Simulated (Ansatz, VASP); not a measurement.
One calculation of BaTiO3, two programs

Contents of INCAR:

```
PREC = Accurate
ENCUT = 520
EDIFF = 1E-6
ISMEAR = -1
SIGMA = 0.05
LREAL = False
LASPH = True
NELM = 80
ALGO = Normal
ISIF = 2
LWAVE = False
LCHARG = False
GGA = PE
NBANDS = 28
```

File KPOINTS:

```
Automatic mesh
0
Gamma
  7 7 7
```

File POSCAR:

```
BaTiO3
1.0
    2.8273666084      1.6323808724      2.3183934932
   -2.8273666084      1.6323808724      2.3183934932
    0.0000000000     -3.2647617449      2.3183934932
Ba Ti O
1 1 3
Direct
    0.0000000000      0.0000000000      0.0000000000
    0.4845000000      0.4845000000      0.4845000000
    0.5086000000      0.0175000000      0.5086000000
    0.0175000000      0.5086000000      0.5086000000
    0.5086000000      0.5086000000      0.0175000000
```

Contents of input.yaml:

```yaml
crystal:
  lattice:
    - [2.8273666084, 1.6323808724, 2.3183934932]
    - [-2.8273666084, 1.6323808724, 2.3183934932]
    - [0.0, -3.2647617449, 2.3183934932]
  atoms:
    - { symbol: Ba, position: [0.0, 0.0, 0.0] }
    - { symbol: Ti, position: [0.4845, 0.4845, 0.4845] }
    - { symbol: O, position: [0.5086, 0.0175, 0.5086] }
    - { symbol: O, position: [0.0175, 0.5086, 0.5086] }
    - { symbol: O, position: [0.5086, 0.5086, 0.0175] }
hamiltonian:
  xc: pbe
  pseudopotentials: { kind: paw }
kpoints:
  mp_grid: { grid: [7, 7, 7] }
  band_path:
    path:
      - [[0.0, 0.0, 0.0], [0.5, 0.0, 0.0], [0.5, 0.4971712123, -0.4971712123]]
      - [[0.5028287877, 0.5, 0.4971712123], [0.5, 0.5, 0.5], [0.0, 0.0, 0.0], [0.4985856061, 0.0, -0.4985856061]]
      - [[0.5014143939, 0.4985856061, 0.0], [0.5, 0.5, 0.0], [0.5014143939, 0.5014143939, 0.4971712123], [0.5, 0.5, 0.5]]
      - [[0.5, 0.0, 0.0], [0.5028287877, 0.4985856061, 0.4985856061]]
    npoints: 14
scf:
  occupations: { method: fermi_dirac, width: 0.05 }
  n_extra_bands: 12
output:
  forces: true
  stress: true
  eigenvalues: true
  fatbands: false
```

Alike in both runs: functional PBE; k mesh 7 × 7 × 7; occupations fermi-dirac, width 0.05 eV; no spin polarisation.

|  | VASP | Ansatz |
| --- | --- | --- |
| version | VASP 6.6.1 | Ansatz 0.2.0 |
| potentials or method | VASP PAW PBE potentials, release 64 (Ba_sv, Ti_sv, O) | Ansatz PAW |
| plane-wave cutoff (eV) | 520 | 420 |
| valence electrons in the cell | 40 | 40 |
| task | single point | band structure |

```tsv
	VASP	Ansatz	Ansatz less VASP
gap on the k mesh at the Fermi level (eV)	2.44	2.50	+0.056
least direct gap on the mesh (eV)	2.78	2.79	+0.014
pressure (GPa)	6.9	5.0	-1.81
traceless stress, the component that is largest in VASP (GPa)	-0.17	-0.12	+0.049
rms of the force components (eV/Å)	0.095	0.074	-0.0206
```

Atom by atom the forces differ by 0.028 eV/Å (rms over components).

Spin-orbit coupling is off throughout. Noted on Ansatz's run: the k mesh misses the band edges, so the gap on the mesh is wider than the one along the path.
